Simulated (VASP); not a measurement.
A run of VASP 6.6.1:

File INCAR:

```
PREC = Accurate
ENCUT = 520
EDIFF = 1E-7
ISMEAR = -1
SIGMA = 0.1
LREAL = False
LASPH = True
NELM = 100
ALGO = Normal
ISIF = 2
LWAVE = False
LCHARG = False
GGA = RP
NBANDS = 22
```

KPOINTS

```
regular mesh
0
Gamma
  11 11 11
```

Contents of POSCAR:

```
Rh
1.0
    0.0000000000      2.7050874154      2.7050874154
    2.7050874154      0.0000000000      2.7050874154
    2.7050874154      2.7050874154      0.0000000000
Rh
2
Direct
    0.1250000000      0.1250000000      0.1250000000
    0.8750000000      0.8750000000      0.8750000000
```

Potentials or basis: VASP PAW PBE potentials, release 64 (Rh_pv).

Launch:

```bash
$ cat potpaw_PBE.64/Rh_pv/POTCAR > POTCAR
$ mpirun -np 1 vasp_std > vasp.out
```

Hardware: 1 thread of Intel Xeon 8259CL, with other jobs on the host.

Problem. Estimate the wall time of this run.

Solution. Run time: 66 s on 1 thread of Intel Xeon 8259CL, with other jobs on the host, peak memory 0.18 GiB. Counts: scf iterations 12, k points 56.
